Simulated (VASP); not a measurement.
The system is Sr3CuH2.

```
CELL_PARAMETERS angstrom
6.29399 0.00000 0.00000
-3.14700 5.45076 0.00000
0.00000 0.00000 4.03149
ATOMIC_POSITIONS crystal
Sr 0.50000 0.00000 0.00000
Sr 0.00000 0.50000 0.00000
Sr 0.50000 0.50000 0.00000
Cu 0.00000 0.00000 0.00000
H 0.33333 0.66667 0.50000
H 0.66667 0.33333 0.50000
```

The cell was generated, and may not be a known phase.

- Program: VASP 6.6.1
- Task: relaxation of cell and atoms
- Functional: PBE
- Potentials or basis: VASP PAW PBE potentials, release 64 (Sr_sv, Cu, H)
- Cutoff: 600 eV
- k mesh: 3 × 3 × 4
- Occupations: gaussian, width 0.1 eV
- Spin: no spin polarisation

At the start: pressure 4.5 GPa; volume 23.05 Å³/atom.

Where does the relaxation end?

Over 7 steps the energy falls by 195.3 meV/atom and the volume is 25.36 Å³/atom (+10.0 %); space group P6/mmm (No. 191, to 0.1 Å) before and after.

Step by step:
| step | energy change (eV) | largest force (eV/Å) | pressure (GPa) | volume (Å³) |
| --- | --- | --- | --- | --- |
| 1 | 0.0000 | 0.0000 | 4.55 | 138.31 |
| 2 | -0.9437 | 0.0000 | 0.70 | 151.20 |
| 3 | -1.1192 | 0.0000 | -0.75 | 158.56 |
| 4 | -1.1266 | 0.0000 | -0.97 | 160.01 |
| 5 | -1.1273 | 0.0000 | -1.03 | 160.42 |
| 6 | -1.1585 | 0.0000 | -0.62 | 156.32 |
| 7 | -1.1719 | 0.0000 | -0.12 | 152.14 |

Final structure:
```xyz
6
Lattice="7.0020 0.0000 0.0000 -3.5010 6.0639 0.0000 0.0000 0.0000 3.5831" Properties=species:S:1:pos:R:3 pbc="T T T"
Sr    3.5010    0.0000    0.0000
Sr   -1.7505    3.0319    0.0000
Sr    1.7505    3.0319    0.0000
Cu    0.0000    0.0000    0.0000
H     0.0000    4.0426    1.7916
H     3.5010    2.0213    1.7916
```

Caveat: the k points lie up to 0.44 Å⁻¹ apart in the final cell, too coarse for converged energies and pressures of a metal.
